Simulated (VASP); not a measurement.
Input of a VASP 6.6.1 run:

File INCAR:

```
ALGO = Normal
EDIFF = 1E-6
ENCUT = 520
GGA = CA
ISIF = 2
ISMEAR = -1
LASPH = True
LCHARG = False
LREAL = False
LWAVE = False
NBANDS = 8
NELM = 60
PREC = Accurate
SIGMA = 0.05
```

Contents of KPOINTS:

```
k-points
0
Gamma
  10 10 10
```

File POSCAR:

```
Sb
1.0
    0.0000000000      2.4177492801      2.4177492801
    2.4177492801      0.0000000000      2.4177492801
    2.4177492801      2.4177492801      0.0000000000
Sb
1
Direct
    0.0000000000      0.0000000000      0.0000000000
```

Potentials or basis: VASP PAW LDA potentials, release 64 (Sb).

Launch:

```bash
$ cat potpaw_LDA.64/Sb/POTCAR > POTCAR
$ mpirun -np 1 vasp_std > vasp.out
```

(1) Estimate the pressure.

## Answers

(1) -5.4 GPa.
